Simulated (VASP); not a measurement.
# Be (P6_3/mmc) in VASP: a series of runs

Be is run at these levels: LDA; tasks: single point.

Everything below comes from runs of VASP 6.6.1. Logs are shortened: lines on timing, memory, paths and dates and some standing lists are left out, and cuts for length are marked.

### 1 The cell of the first run

It takes space group P6_3/mmc (No. 194, hexagonal). Conventional cell: a = 2.115 Å, b = 2.115 Å, c = 3.341 Å, α = 90.00°, β = 90.00°, γ = 120.00°. Within 2.7 Å of Be (site symmetry -6m2) lie 12 Be at 2.07 to 2.11 Å.

### 2 Single point, LDA (strain -0.050 along x and y, -0.050 along z)

Contents of INCAR:

```
ALGO     = Normal         # electronic algorithm
EDIFF    = 1E-6           # SCF threshold, eV
ENCUT    = 520            # plane-wave cutoff, eV
ISIF     = 2              # what is computed and relaxed
ISMEAR   = 0              # smearing method
LASPH    = T              # aspherical terms in the spheres
LCHARG   = F              # write CHGCAR
LREAL    = F              # projectors in reciprocal space
LWAVE    = F              # write WAVECAR
NBANDS   = 9              # bands
NELM     = 100            # most SCF steps
PREC     = Accurate       # precision mode
SIGMA    = 0.15           # smearing width, eV
```

Contents of KPOINTS:

```
k-points
0
Gamma
  30 30 18
```

Contents of POSCAR:

```
Be
1.0
    2.1149041440      0.0000000000      0.0000000000
   -1.0574520720      1.8315607153      0.0000000000
    0.0000000000      0.0000000000      3.3407471787
Be
2
Direct
    0.3333333333      0.6666666667      0.2500000000
    0.6666666667      0.3333333333      0.7500000000
```

Potentials or basis: VASP PAW LDA potentials, release 64 (Be).

Command:

```console
cat potpaw_LDA.64/Be/POTCAR > POTCAR
mpirun -np 1 vasp_std > vasp.out
```

OUTCAR:

```text
EDIFF = 1E-6
   ENCUT = 520
   ISIF = 2
   ISMEAR = 0
   LASPH = T
   LREAL = F
   NELM = 100
   PREC = Accurate

 ion  position               nearest neighbor table
   1  0.333  0.667  0.250-   2 2.07   2 2.07   2 2.07   2 2.07   2 2.07   2 2.07
   2  0.667  0.333  0.750-   1 2.07   1 2.07   1 2.07   1 2.07   1 2.07   1 2.07

  LATTYP: Found a hexagonal cell.
 ALAT       =     2.1149041440
 C/A-ratio  =     1.5796210850

  Lattice vectors:

 A1 = (   2.1149041440,   0.0000000000,   0.0000000000)
 A2 = (  -1.0574520720,   1.8315607153,   0.0000000000)
 A3 = (   0.0000000000,   0.0000000000,   3.3407471787)

Analysis of symmetry for initial positions (statically):
=====================================================================
 Subroutine PRICEL returns:
 Original cell was already a primitive cell.

 Routine SETGRP: Setting up the symmetry group for a
 hexagonal supercell.

 Subroutine GETGRP returns: Found 24 space group operations
 (whereof 12 operations were pure point group operations)
 out of a pool of 24 trial point group operations.

The static configuration has the point symmetry D_3d.
 The point group associated with its full space group is D_6h.

Analysis of symmetry for dynamics (positions and initial velocities):
=====================================================================
 Subroutine PRICEL returns:
 Original cell was already a primitive cell.

 Routine SETGRP: Setting up the symmetry group for a
 hexagonal supercell.

 Subroutine GETGRP returns: Found 24 space group operations
 (whereof 12 operations were pure point group operations)
 out of a pool of 24 trial point group operations.

The dynamic configuration has the point symmetry D_3d.
 The point group associated with its full space group is D_6h.

 Subroutine INISYM returns: Found 24 space group operations
 (whereof 12 operations are pure point group operations),
 and found     1 'primitive' translations

----------------------------------------------------------------------------------------

                                     Primitive cell

  volume of cell :      12.9406

  direct lattice vectors                    reciprocal lattice vectors
     2.114904144  0.000000000  0.000000000     0.472834669  0.272991223  0.000000000
    -1.057452072  1.831560715  0.000000000     0.000000000  0.545982446  0.000000000
     0.000000000  0.000000000  3.340747179     0.000000000  0.000000000  0.299334235

  length of vectors
     2.114904144  2.114904144  3.340747179     0.545982446  0.545982446  0.299334235

  position of ions in fractional coordinates (direct lattice)
     0.333333333  0.666666667  0.250000000
     0.666666667  0.333333333  0.750000000

  ion indices of the primitive-cell ions
   primitive index   ion index
                 1           1
                 2           2

----------------------------------------------------------------------------------------

 KPOINTS: k-points

Automatic generation of k-mesh.
 Grid dimensions read from file:
 generate k-points for:   30   30   18

 Generating k-lattice:

  Cartesian coordinates                     Fractional coordinates (reciprocal lattice)
     0.015761156  0.009099707  0.000000000     0.033333333  0.000000000  0.000000000
     0.000000000  0.018199415  0.000000000     0.000000000  0.033333333  0.000000000
     0.000000000  0.000000000  0.016629680     0.000000000  0.000000000  0.055555556

  Length of vectors
     0.018199415  0.018199415  0.016629680

  Shift w.r.t. Gamma in fractional coordinates (k-lattice)
     0.000000000  0.000000000  0.000000000

 Subroutine IBZKPT returns following result:
 ===========================================

 Found    910 irreducible k-points:

 Following reciprocal coordinates:
            Coordinates               Weight
  0.000000  0.000000  0.000000      1.000000
  0.033333 -0.000000  0.000000      6.000000
  0.066667  0.000000  0.000000      6.000000
  0.100000  0.000000  0.000000      6.000000
  0.133333  0.000000  0.000000      6.000000
  0.166667  0.000000  0.000000      6.000000
[... 16 lines left out ...]
  0.233333  0.033333  0.000000     12.000000
  0.266667  0.033333  0.000000     12.000000
 [... further k-points ...]
   k-points           NKPTS =    910   k-points in BZ     NKDIM =    910   number of bands    NBANDS=      9
   number of dos      NEDOS =    301   number of ions     NIONS =      2
   total plane-waves  NPLWV =   7168
   dimension x,y,z NGX =    16 NGY =   16 NGZ =   28
   dimension x,y,z NGXF=    32 NGYF=   32 NGZF=   56
   ions per type =               2
   NGX,Y,Z   is equivalent  to a cutoff of  12.58, 12.58, 13.93 a.u.
   NGXF,Y,Z  is equivalent  to a cutoff of  25.15, 25.15, 27.87 a.u.
 SYSTEM =  unknown system
   PREC   = accura    normal or accurate (medium, high low for compatibility)
   ISTART =      0    job   : 0-new  1-cont  2-samecut
   ICHARG =      2    charge: 1-file 2-atom 10-const
   ISPIN  =      1    spin polarized calculation?
   LNONCOLLINEAR =      F non collinear calculations
   LSORBIT =      F    spin-orbit coupling
   LASPH  =      T    aspherical Exc in radial PAW
   ENCUT  =  520.0 eV  38.22 Ry    6.18 a.u.   3.93  3.93  6.21*2*pi/ulx,y,z
   NELM   =    100;   NELMIN=  2; NELMDL= -5     # of ELM steps
   EDIFF  = 0.1E-05   stopping-criterion for ELM
   LREAL  =      F    real-space projection
   EDIFFG = 0.1E-04   stopping-criterion for IOM
   NSW    =      0    number of steps for IOM
   IBRION =     -1    ionic relax: 0-MD 1-quasi-New 2-CG
   NFREE  =      0    steps in history (QN), initial steepest desc. (CG)
   ISIF   =      2    stress and relaxation
   ISYM   =      2    0-nonsym 1-usesym 2-fastsym
   POTIM  = 0.5000    time-step for ionic-motion
   TEBEG  =    0.0;   TEEND  =   0.0 temperature during run
   PSTRESS=    0.0 pullay stress
   NELECT =       4.0000    total number of electrons
   NUPDOWN=      -1.0000    fix difference up-down
   EMIN   =  10.00;   EMAX   =-10.00  energy-range for DOS
   EFERMI =   0.00;   METHOD = LEGACY
   ISMEAR =     0;   SIGMA  =   0.15  broadening in eV -4-tet -1-fermi 0-gaus
   EFERMI_NEDOS =   21; number of points for ismear=-14 and -15
   IALGO  =     38    algorithm
   IMIX   =      4    mixing-type and parameters
     AMIX     =   0.40;   BMIX     =  1.00
     AMIX_MAG =   1.60;   BMIX_MAG =  1.00
  volume/ion in A,a.u.               =       6.47        43.66
  Fermi-wavevector in a.u.,A,eV,Ry     =   1.106903  2.091744 16.670328  1.225235
  Thomas-Fermi vector in A             =   2.243410
   LORBIT       =      0    0 simple, 1 ext, 2 COOP (PROOUT), +10 PAW based schemes
   GGA     = CA    functional components
   LHFCALC =     F    Hartree Fock is set to
   AEXX    =    0.0000 exact exchange contribution
   IVDW    =     0    specifies the selected vdW correction
   LEPSILON=     F    determine dielectric tensor
   LRPA    =     F    only Hartree local field effects (RPA)
 non-spin polarized calculation
 Gauss-broadening in eV      SIGMA  =   0.15
  energy-cutoff  :      520.00
  volume of cell :       12.94
 maximum number of plane-waves:       364
 NGX is ok and might be reduce to    16
   NGX =  7   NGY =  7   NGZ = 13

 number of electron       4.0000000 magnetization

 Free energy of the ion-electron system (eV)
  ---------------------------------------------------
  ext. energy  EPLUGINS =         0.00000000
  ---------------------------------------------------
  free energy    TOTEN  =        -8.25620315 eV

  energy without entropy =       -8.25503099  energy(sigma->0) =       -8.25561707

 E-fermi :   8.4187     XC(G=0): -11.3000

 val. band max:        8.3854847395   @ k =   0.2000   0.2000   0.0000
 cond. band min:       8.4203569678   @ k =   0.3000   0.2000   0.0000
 fundamental gap:      0.0348722283
 Fermi energy:         8.4187246889

 k-point     1 :       0.0000    0.0000    0.0000
  band No.  band energies     occupation
      1      -3.7842      2.00000
      2       3.2545      2.00000
      3      10.4500      0.00000
      4      26.9852      0.00000
      5      26.9852      0.00000
      6      30.2278      0.00000
      7      30.2278      0.00000
      8      32.5883      0.00000
      9      39.3274      0.00000

 k-point     2 :       0.0333   -0.0000    0.0000
  band No.  band energies     occupation
      1      -3.7509      2.00000
      2       3.3026      2.00000
      3      10.4513      0.00000
      4      26.6773      0.00000
      5      26.7195      0.00000
      6      30.2482      0.00000
      7      30.3892      0.00000
      8      32.5230      0.00000
      9      38.5618      0.00000

 k-point     3 :       0.0667    0.0000    0.0000
  band No.  band energies     occupation
      1      -3.6508      2.00000
      2       3.4468      2.00000
      3      10.4546      0.00000
      4      25.8325      0.00000
      5      26.0792      0.00000
      6      30.2945      0.00000
      7      30.7017      0.00000
      8      32.3130      0.00000
      9      37.2621      0.00000

 k-point     4 :       0.1000    0.0000    0.0000
  band No.  band energies     occupation
      1      -3.4838      2.00000
      2       3.6870      2.00000
      3      10.4572      0.00000
      4      24.6218      0.00000
      5      25.2829      0.00000
      6      30.3367      0.00000
      7      30.9237      0.00000
      8      31.9168      0.00000
      9      35.7857      0.00000
[... 205 lines left out ...]
 k-point    22 :       0.2000    0.0333    0.0000
  band No.  band energies     occupation
      1      -2.3440      2.00000
      2       5.3140      2.00000
      3      10.3313      0.00000
      4      19.5407      0.00000
      5      22.3022      0.00000
      6      28.2906      0.00000
      7      28.9406      0.00000
      8      30.1809      0.00000
      9      32.1617      0.00000

 k-point    23 :       0.2333    0.0333    0.0000
  band No.  band energies     occupation
      1      -1.8737      2.00000
      2       5.9802      2.00000
      3      10.1591      0.00000
      4      18.2973      0.00000
      5      21.6125      0.00000
      6      26.6984      0.00000
      7      27.6984      0.00000
      8      29.7947      0.00000
      9      31.9994      0.00000

 k-point    24 :       0.2667    0.0333    0.0000
  band No.  band energies     occupation
      1      -1.3367      2.00000
      2       6.7380      2.00000
      3       9.8441      0.00000
      4      17.2923      0.00000
      5      20.9859      0.00000
      6      24.9984      0.00000
      7      26.3900      0.00000
      8      29.4014      0.00000
      9      32.0025      0.00000

 [... further k-points ...]
[... 5 lines left out ...]
  --------------------------------------------------------------------------------------
  -------------------------------------------------------------------------------------
  Total        2.1106980      2.1106980      2.2891723      0.0000000     -0.0000000      0.0000000
  in kB      261.3250604    261.3250604    283.4219267      0.0000000     -0.0000000      0.0000000
  external PRESSURE =     268.6906825 kB  Pullay stress =       0.0000000 kB

 VOLUME and BASIS-vectors are now :
 -----------------------------------------------------------------------------
  energy-cutoff  :      520.00
  volume of cell :       12.94
      direct lattice vectors                 reciprocal lattice vectors
     2.114904144  0.000000000  0.000000000     0.472834669  0.272991223  0.000000000
    -1.057452072  1.831560715  0.000000000     0.000000000  0.545982446  0.000000000
     0.000000000  0.000000000  3.340747179     0.000000000  0.000000000  0.299334235

 POSITION                                       TOTAL-FORCE (eV/Angst)
 -----------------------------------------------------------------------------------
     -0.00000      1.22104      0.83519         0.000000      0.000000      0.000000
      1.05745      0.61052      2.50556        -0.000000     -0.000000      0.000000
 -----------------------------------------------------------------------------------
    total drift:                                0.000000     -0.000000      0.000000

  FREE ENERGIE OF THE ION-ELECTRON SYSTEM (eV)
  ---------------------------------------------------
  free  energy   TOTEN  =        -8.2562031512 eV

  energy  without entropy=       -8.2550309856  energy(sigma->0) =       -8.25561707
```

Run time: 33 s. Hardware: 1 thread of AMD EPYC 9R45 (Zen 5), shared host; peak memory 0.16 GiB.

What came out:

```
Free energy            : -8.2562 eV
Pressure               : 26.9 GPa
Band gap on the k mesh : zero (band 2 reaches 9.61 eV, above the bottom of band 3 at 7.22 eV)
```

Levels at points of the mesh, in eV from the Fermi level:
| k point | band 1 | band 2 | band 3 | band 4 | band 5 |
| --- | --- | --- | --- | --- | --- |
| (0.00, 0.00, 0.00) | -12.20 | -5.16 | 2.03 | 18.57 | 18.57 |
| (0.50, 0.00, 0.00) | -5.68 | -3.17 | 4.16 | 7.33 | 8.27 |
| (0.00, 0.00, 0.50) | -9.95 | -9.95 | 12.42 | 12.42 | 20.47 |
| (0.50, 0.00, 0.50) | -4.18 | -4.18 | 2.47 | 2.47 | 13.89 |

Caveat: the cell differs from its parent crystal (strain -0.050 along x and y, -0.050 along z).

### 3 Single point, LDA (strain -0.050 along x and y, -0.025 along z)

Contents of INCAR:

```
ALGO = Fast
EDIFF = 1E-7
ENCUT = 520
ISIF = 2
ISMEAR = 0
LASPH = T
LCHARG = T
LELF = T
LREAL = F
LVHAR = T
LWAVE = F
NBANDS = 9
NELM = 80
PREC = Accurate
SIGMA = 0.15
```

KPOINTS is that of step 2.

Edit POSCAR of step 2 so:

```diff
@@ -4,3 +4,3 @@
    -1.0574520720      1.8315607153      0.0000000000
-    0.0000000000      0.0000000000      3.3407471787
+    0.0000000000      0.0000000000      3.4286615782
 Be
```

Potentials or basis: VASP PAW LDA potentials, release 64 (Be).

Command:

```console
cat potpaw_LDA.64/Be/POTCAR > POTCAR
mpirun -np 1 vasp_std > vasp.out
```

OUTCAR:

```text
EDIFF = 1E-7
   ENCUT = 520
   ISIF = 2
   ISMEAR = 0
   LASPH = T
   LREAL = F
   NELM = 80
   PREC = Accurate

 ion  position               nearest neighbor table
   1  0.333  0.667  0.250-   2 2.10   2 2.10   2 2.10   2 2.10   2 2.10   2 2.10
   2  0.667  0.333  0.750-   1 2.10   1 2.10   1 2.10   1 2.10   1 2.10   1 2.10

  LATTYP: Found a hexagonal cell.
 ALAT       =     2.1149041440
 C/A-ratio  =     1.6211900610

  Lattice vectors:

 A1 = (   2.1149041440,   0.0000000000,   0.0000000000)
[... 468 lines left out ...]
      3       9.3632      0.00000
      4      16.9746      0.00000
      5      20.9791      0.00000
      6      24.5248      0.00000
      7      25.6950      0.00000
      8      28.7787      0.00000
      9      31.7228      0.00000

 [... further k-points ...]
[... 5 lines left out ...]
  --------------------------------------------------------------------------------------
  -------------------------------------------------------------------------------------
  Total        2.0678399      2.0678399      1.1437723      0.0000000      0.0000000      0.0000000
  in kB      249.4542198    249.4542198    137.9791752      0.0000000      0.0000000      0.0000000
  external PRESSURE =     212.2958716 kB  Pullay stress =       0.0000000 kB

 VOLUME and BASIS-vectors are now :
 -----------------------------------------------------------------------------
  energy-cutoff  :      520.00
  volume of cell :       13.28
      direct lattice vectors                 reciprocal lattice vectors
     2.114904144  0.000000000  0.000000000     0.472834669  0.272991223  0.000000000
    -1.057452072  1.831560715  0.000000000     0.000000000  0.545982446  0.000000000
     0.000000000  0.000000000  3.428661578     0.000000000  0.000000000  0.291658998

 POSITION                                       TOTAL-FORCE (eV/Angst)
 -----------------------------------------------------------------------------------
     -0.00000      1.22104      0.85717         0.000000      0.000000      0.000000
      1.05745      0.61052      2.57150        -0.000000     -0.000000      0.000000
 -----------------------------------------------------------------------------------
    total drift:                                0.000000     -0.000000      0.000000

  FREE ENERGIE OF THE ION-ELECTRON SYSTEM (eV)
  ---------------------------------------------------
  free  energy   TOTEN  =        -8.3006868872 eV

  energy  without entropy=       -8.2990229348  energy(sigma->0) =       -8.29985491
```

OSZICAR:

```text
N       E                     dE             d eps       ncg     rms          rms(c)
DAV:   1    -0.375333731454E+01   -0.37533E+01   -0.18823E+03 16780   0.373E+02
DAV:   2    -0.834199745844E+01   -0.45887E+01   -0.44754E+01 23721   0.502E+01
DAV:   3    -0.838651443153E+01   -0.44517E-01   -0.44273E-01 18070   0.344E+00
DAV:   4    -0.838654886322E+01   -0.34432E-04   -0.34431E-04 19437   0.861E-02
DAV:   5    -0.838654886712E+01   -0.39007E-08   -0.41645E-08 17812   0.113E-03    0.143E+00
RMM:   6    -0.832681407740E+01    0.59735E-01   -0.32841E-03 16655   0.457E-01    0.871E-01
RMM:   7    -0.830069136979E+01    0.26123E-01   -0.51528E-03 17117   0.545E-01    0.269E-02
RMM:   8    -0.830068749241E+01    0.38774E-05   -0.11307E-04 18340   0.124E-01    0.710E-03
RMM:   9    -0.830068696278E+01    0.52963E-06   -0.19424E-06 18509   0.112E-02    0.146E-03
RMM:  10    -0.830068688718E+01    0.75602E-07   -0.49377E-08 16640   0.198E-03
   1 F= -.83006869E+01 E0= -.82998549E+01  d E =-.166395E-02
```

Wall time 36 s (1 thread of AMD EPYC 9R45 (Zen 5), shared host); peak memory 0.16 GiB.

What came out:

| Item | Value |
| --- | --- |
| Free energy | -8.3007 eV |
| Pressure | 21.2 GPa |
| Band gap on the k mesh | zero (band 2 reaches 9.33 eV, above the bottom of band 3 at 7.15 eV) |

Stress tensor (GPa, compression positive):
```
24.95  0.00  0.00
 0.00 24.95  0.00
 0.00  0.00 13.80
```

Caveat: the cell differs from its parent crystal (strain -0.050 along x and y, -0.025 along z).
